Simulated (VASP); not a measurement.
# Si (a cell with a defect) in VASP: further runs, part 2 of 2

VASP 6.6.1. The steps go on from the part before.

## 4. Single point, PBE+D3(BJ)

Input file INCAR:

```
SYSTEM = Si
PREC = Accurate ; ENCUT = 520
EDIFF = 1E-7 ; ISMEAR = 0
SIGMA = 0.02 ; LREAL = Auto
LASPH = .TRUE. ; NELM = 80
ALGO = Normal ; ISIF = 2
LWAVE = .FALSE. ; LCHARG = .TRUE.
GGA = PE ; IVDW = 12
LELF = .TRUE. ; LVHAR = .TRUE.
NBANDS = 48
```

Input file KPOINTS:

```
Automatic mesh
0
G
  2 2 2
  0 0 0
```

Input file POSCAR:

```
Si
1.0
    0.0000000000      5.4300000000      5.4300000000
    5.4300000000      0.0000000000      5.4300000000
    5.4300000000      5.4300000000      0.0000000000
Si
17
Direct
   -0.0265424494      0.0784643646     -0.0260794659
    0.1298775322      0.1321942910      0.1303366483
    0.0087604972     -0.0114575506      0.5012234807
    0.1298559853      0.1321992634      0.6073548803
    0.0144120626      0.5051627072      0.0148663904
    0.1014863720      0.6943160221      0.1019399632
    0.0144415285      0.5051547882      0.4652332413
    0.1402562615      0.6173310313      0.6210426335
    0.5007642726     -0.0114594843      0.0092186004
    0.6068922652      0.1321968692      0.1303178637
    0.5007403315     -0.0114465930      0.5012023941
    0.6372729282      0.0869786372      0.6377309392
    0.4647793738      0.5051534070      0.0148963168
    0.6205883978      0.6173294659      0.1407130755
    0.5123396869      0.4617938306      0.5127962247
    0.6206123389      0.6173397790      0.6210655617
    0.8276894107      0.5157203499      0.8281457643
```

On the command line:

```console
cat potpaw_PBE.64/Si/POTCAR > POTCAR
mpirun -np 1 vasp_std > vasp.out
```

It took 10 min on 1 thread of Intel Xeon 8259CL, shared host; peak memory 0.47 GiB.

Results (log left out):

```
Free energy                : -93.3433 eV
Pressure                   : 1.6 GPa
Largest force              : 0.042 eV/Å
Band gap on the k mesh     : 0.04 eV
Dispersion energy per atom : -0.332 eV
```

Forces on the atoms (eV/Å):
```
Si   0.002 -0.003  0.002
Si   0.004  0.005  0.004
Si  -0.003  0.003 -0.010
Si  -0.006 -0.004  0.004
Si  -0.026 -0.018 -0.026
Si   0.009 -0.009  0.009
Si   0.018  0.027 -0.026
Si   0.011 -0.010 -0.005
Si  -0.010  0.003 -0.003
Si   0.004 -0.004 -0.006
Si  -0.003  0.009 -0.003
Si   0.007 -0.008  0.007
Si  -0.026  0.027  0.018
Si  -0.005 -0.010  0.011
Si   0.014 -0.014  0.014
Si   0.011  0.005  0.011
Si  -0.002  0.002 -0.002
```

Stress tensor (GPa, compression positive):
```
 1.58  0.31 -0.31
 0.31  1.58  0.31
-0.31  0.31  1.58
```

Levels at points of the mesh, in eV from the valence-band top:
| k point | band 32 | band 33 | band 34 | band 35 | band 36 | band 37 |
| --- | --- | --- | --- | --- | --- | --- |
| (0.00, 0.00, 0.00) | -0.62 | -0.62 | -0.41 | 0.04 | 0.04 | 0.36 |
| (0.50, 0.00, 0.00) | -1.28 | -0.77 | -0.15 | 0.31 | 0.74 | 1.01 |
| (0.00, 0.50, 0.00) | -1.20 | -1.20 | -0.11 | 0.47 | 0.47 | 1.31 |
| (0.50, 0.50, 0.50) | -1.28 | -0.77 | -0.15 | 0.31 | 0.74 | 1.01 |
| (0.50, 0.50, 0.00) | -1.63 | -0.57 | 0.00 | 0.51 | 1.45 | 1.58 |
| (0.50, 0.00, 0.50) | -1.63 | -0.57 | 0.00 | 0.51 | 1.45 | 1.58 |

Caveat: the k points lie up to 0.50 Å⁻¹ apart.

## 5. Single point, PBE+D3(BJ)

Input file INCAR:

```
PREC = Accurate
ENCUT = 520
EDIFF = 1E-6
ISMEAR = 0
SIGMA = 0.02
LREAL = Auto
LASPH = T
NELM = 80
ALGO = Normal
ISIF = 2
LWAVE = F
LCHARG = F
GGA = PE
IVDW = 12
NBANDS = 48
```

Input file KPOINTS:

```
regular mesh
0
Gamma
  2 2 2
```

Input file POSCAR:

```
Si
1.0
    0.0000000000      5.4300000000      5.4300000000
    5.4300000000      0.0000000000      5.4300000000
    5.4300000000      5.4300000000      0.0000000000
Si
17
Direct
   -0.0128585635      0.0378968692     -0.0126598527
    0.1246794659      0.1362800184      0.1248693370
    0.0101842541     -0.0035439227      0.4964778085
    0.1246220074      0.1362431860      0.6138656538
    0.0053283610      0.5080081031      0.0055173112
    0.1118436464      0.6636104972      0.1120290976
    0.0053904236      0.5079977901      0.4806359116
    0.1464976059      0.6184511971      0.6173241252
    0.4962871087     -0.0035390424      0.0103666667
    0.6136677716      0.1362460405      0.1248138122
    0.4962520258     -0.0036280847      0.4964450276
    0.6387064457      0.0829762431      0.6388904236
    0.4804516575      0.5079997238      0.0055761510
    0.6171360958      0.6184591160      0.1466712707
    0.5142663904      0.4562658379      0.5144367403
    0.6171289134      0.6183232044      0.6173235727
    0.7729523020      0.6801394107      0.7731130755
```

Potentials or basis: VASP PAW PBE potentials, release 64 (Si).

On the command line:

```console
cat potpaw_PBE.64/Si/POTCAR > POTCAR
mpirun -np 1 vasp_std > vasp.out
```

OUTCAR:

```text
PREC = Accurate
   ENCUT = 520
   EDIFF = 1E-6
   ISMEAR = 0
   LREAL = Auto
   LASPH = T
   NELM = 80
   ISIF = 2
   GGA = PE
   IVDW = 12
 IVDW          = 12

 ion  position               nearest neighbor table
   1  0.987  0.038  0.987-   6 2.35   2 2.35  10 2.35   4 2.35
   2  0.125  0.136  0.125-   5 2.33   9 2.33   3 2.33   1 2.35
   3  0.010  0.996  0.496-   2 2.33   4 2.33  12 2.34   8 2.37  17 3.02
   4  0.125  0.136  0.614-   7 2.33   3 2.33  11 2.33   1 2.35
   5  0.005  0.508  0.006-   6 2.32   2 2.33  14 2.44   8 2.44  17 2.57
   6  0.112  0.664  0.112-   7 2.32  13 2.32   5 2.32   1 2.35
   7  0.005  0.508  0.481-   6 2.32   4 2.33   8 2.44  16 2.44  17 2.56
   8  0.146  0.618  0.617-  15 2.32   3 2.37  17 2.38   5 2.44   7 2.44
   9  0.496  0.996  0.010-   2 2.33  10 2.33  12 2.34  14 2.37  17 3.02
  10  0.614  0.136  0.125-  13 2.33   9 2.33  11 2.33   1 2.35
  11  0.496  0.996  0.496-   4 2.33  10 2.33  12 2.34  16 2.37  17 3.02
  12  0.639  0.083  0.639-  15 2.34   9 2.34   3 2.34  11 2.34  17 2.53
  13  0.480  0.508  0.006-   6 2.32  10 2.33  14 2.44  16 2.44  17 2.56
  14  0.617  0.618  0.147-  15 2.32   9 2.37  17 2.38   5 2.44  13 2.44
[... 211 lines left out ...]
      1      -6.2789      2.00000
      2      -3.8339      2.00000
      3      -3.6260      2.00000
      4      -3.6257      2.00000
      5      -3.4871      2.00000
      6      -2.7089      2.00000
[... 381 lines left out ...]
     45      10.1749      0.00000
     46      10.3972      0.00000
 [bands above 46 left out]

------------------------ aborting loop because EDIFF is reached ----------------------------------------

 Edisp (eV)   -5.64470

 E8    (eV) :    -2.3352

  FORCE on cell =-STRESS in cart. coord.  units (eV):
  Direction    XX          YY          ZZ          XY          YZ          ZX
  --------------------------------------------------------------------------------------
  -------------------------------------------------------------------------------------
  Total       3.83005     3.81206     3.82684     0.96826     0.96960    -0.97061
  in kB      19.16397    19.07396    19.14789     4.84476     4.85147    -4.85653
  external pressure =       19.13 kB  Pullay stress =        0.00 kB

 VOLUME and BASIS-vectors are now :
 -----------------------------------------------------------------------------
  energy-cutoff  :      520.00
  volume of cell :      320.21
      direct lattice vectors                 reciprocal lattice vectors
     0.000000000  5.430000000  5.430000000    -0.092081031  0.092081031  0.092081031
     5.430000000  0.000000000  5.430000000     0.092081031 -0.092081031  0.092081031
     5.430000000  5.430000000  0.000000000     0.092081031  0.092081031 -0.092081031

 POSITION                                       TOTAL-FORCE (eV/Angst)
 -----------------------------------------------------------------------------------
      5.56704     10.72144      5.56596        -0.089127      0.085408     -0.088664
      1.41804      1.35505      1.41701        -0.027096      0.004304     -0.026830
      8.10663      2.75117      5.46606         0.000827     -0.000715     -0.012643
      4.07309      4.00999      1.41650        -0.003480      0.027640     -0.024787
      2.78844      0.05889      2.78742        -0.034087     -0.014491     -0.034269
      4.21172      1.21563      4.21072        -0.074587      0.073901     -0.075242
[... 9 lines left out ...]
      6.70956      6.70308      6.70850        -0.010518      0.039065     -0.010748
      7.89116      8.39513      7.89029         0.298238     -0.294040      0.298153
 -----------------------------------------------------------------------------------
    total drift:                                0.001343      0.000639      0.001727

  FREE ENERGIE OF THE ION-ELECTRON SYSTEM (eV)
  ---------------------------------------------------
  free  energy   TOTEN  =       -93.4368384905 eV

  energy  without entropy=      -93.4329825568  energy(sigma->0) =      -93.43491052
```

stdout:

```text
POSCAR found type information on POSCAR Si
 POSCAR found :  1 types and      17 ions
 scaLAPACK will be used
 LDA part: xc-table for (Slater+PW92), standard interpolation
 POSCAR, INCAR and KPOINTS ok, starting setup
 FFT: planning ... GRIDC
 FFT: planning ... GRID_SOFT
 FFT: planning ... GRID
 WAVECAR not read
 entering main loop
```

Run time: 12 min. Hardware: 1 thread of Intel Xeon 8259CL, shared host; peak memory 0.47 GiB.

Results:

| Item | Value |
| --- | --- |
| Free energy | -93.4368 eV |
| Pressure | 1.9 GPa |
| Largest force | 0.514 eV/Å |
| Band gap on the k mesh | zero (bands 34 and 35 overlap by 0.11 eV) |
| Dispersion energy per atom | -0.332 eV |

Forces in eV/Å, atoms in the order of the input:
```
Si  -0.089  0.085 -0.089
Si  -0.027  0.004 -0.027
Si   0.001 -0.001 -0.013
Si  -0.003  0.028 -0.025
Si  -0.034 -0.014 -0.034
Si  -0.075  0.074 -0.075
Si   0.013  0.036 -0.037
Si  -0.009  0.010 -0.042
Si  -0.013 -0.001  0.001
Si  -0.025  0.028 -0.004
Si   0.001  0.012  0.000
Si   0.033 -0.032  0.034
Si  -0.037  0.035  0.013
Si  -0.043  0.010 -0.009
Si   0.020 -0.018  0.019
Si  -0.011  0.039 -0.011
Si   0.298 -0.294  0.298
```

Caveat: the k points lie up to 0.50 Å⁻¹ apart.

## 6. Single point, PBE+D3(BJ)

Input file INCAR:

```
ALGO     = Normal         # electronic algorithm
EDIFF    = 1E-7           # SCF threshold, eV
ENCUT    = 520            # plane-wave cutoff, eV
GGA      = PE             # functional
ISIF     = 2              # what is computed and relaxed
ISMEAR   = 0              # smearing method
IVDW     = 12             # dispersion correction
LASPH    = True           # aspherical terms in the spheres
LCHARG   = False          # write CHGCAR
LREAL    = Auto         
LWAVE    = False          # write WAVECAR
NBANDS   = 48             # bands
NELM     = 80             # most SCF steps
PREC     = Accurate       # precision mode
SIGMA    = 0.02           # smearing width, eV
```

Input file KPOINTS:

```
k-points
0
Gamma
  2 2 2
```

Input file POSCAR:

```
Si
1.0
    0.0000000000      5.4300000000      5.4300000000
    5.4300000000      0.0000000000      5.4300000000
    5.4300000000      5.4300000000      0.0000000000
Si
17
Direct
   -0.0253406998      0.0747731123     -0.0248186004
    0.1317735727      0.1270360037      0.1323527624
    0.0066695212     -0.0138542357      0.5035059853
    0.1316715470      0.1272684162      0.6085654696
    0.0183487109      0.5015002762      0.0183551565
    0.1020582873      0.6922284530      0.1027999079
    0.0178887661      0.5018130755      0.4618007366
    0.1375345304      0.6135665746      0.6244450276
    0.5029106814     -0.0139931860      0.0073567219
    0.6081090239      0.1269802947      0.1323333333
    0.5028707182     -0.0138401473      0.5035130755
    0.6357067219      0.0914304788      0.6363980663
    0.4608970534      0.5014298343      0.0185362799
    0.6239204420      0.6134051565      0.1379082873
    0.5115421731      0.4641537753      0.5120029466
    0.6236880295      0.6135351750      0.6245270718
    0.8348230203      0.4939303867      0.8355766114
```

Potentials or basis: VASP PAW PBE potentials, release 64 (Si).

On the command line:

```console
cat potpaw_PBE.64/Si/POTCAR > POTCAR
mpirun -np 1 vasp_std > vasp.out
```

Wall time 14 min (1 thread of Intel Xeon 8259CL, shared host); peak memory 0.47 GiB.

It converged, with:

```yaml
Free_energy: -93.3545 eV
Pressure: 1.4 GPa
Largest_force: 0.100 eV/Å
Band_gap_on_the_k_mesh: zero (bands 34 and 35 overlap by 0.05 eV)
Dispersion_energy_per_atom: -0.332 eV
```

Forces in eV/Å, atoms in the order of the input:
```
Si  -0.009  0.006 -0.005
Si   0.008 -0.005  0.010
Si  -0.007  0.011 -0.001
Si   0.005 -0.007  0.010
Si   0.006  0.013 -0.006
Si   0.019 -0.018  0.016
Si  -0.023 -0.003 -0.001
Si   0.006 -0.012  0.011
Si  -0.005  0.008 -0.009
Si   0.010 -0.008  0.004
Si  -0.007  0.003 -0.011
Si   0.007 -0.011  0.006
Si   0.001  0.007 -0.010
Si   0.018 -0.005  0.007
Si   0.020 -0.021  0.024
Si   0.005 -0.016  0.013
Si  -0.057  0.058 -0.058
```

Stress tensor (GPa, compression positive):
```
 1.42  0.60 -0.59
 0.60  1.40  0.58
-0.59  0.58  1.39
```

Levels at points of the mesh, in eV from the Fermi level:
```
           k point  band 32  band 33  band 34  band 35  band 36  band 37
(0.00, 0.00, 0.00)    -0.69    -0.69    -0.47    -0.05    -0.04     0.29
(0.50, 0.00, 0.00)    -1.34    -0.84    -0.18     0.23     0.70     0.95
(0.00, 0.50, 0.00)    -1.29    -1.28    -0.24     0.38     0.39     1.22
(0.00, 0.00, 0.50)    -1.34    -0.84    -0.18     0.23     0.70     0.95
(0.50, 0.50, 0.50)    -1.34    -0.84    -0.18     0.23     0.70     0.95
(0.50, 0.50, 0.00)    -1.69    -0.74     0.01     0.40     1.33     1.49
(0.00, 0.50, 0.50)    -1.69    -0.74     0.01     0.40     1.33     1.49
(0.50, 0.00, 0.50)    -1.69    -0.74     0.01     0.40     1.33     1.49
```

Caveat: the k points lie up to 0.50 Å⁻¹ apart.

## 7. Overview

```tsv
cell	gap on the mesh (eV)	pressure (GPa)	largest force (eV/Å)
as given, atomic positions A	none	2.2	0.17
as given, atomic positions B	none	1.8	0.49
as given, atomic positions C	0.04	1.6	0.04
as given, atomic positions D	none	1.9	0.51
as given, atomic positions E	none	1.4	0.10
```

Alike in all rows: task single point; level PBE+D3(BJ); potentials or basis VASP PAW PBE potentials, release 64 (Si); no spin polarisation; k mesh 2 × 2 × 2; cutoff (eV) 520; smearing gaussian 0.02 eV.

Caveats: all runs use coarse meshes.

Total energies depend on the potentials used, so only differences within one code and one set of settings carry meaning.
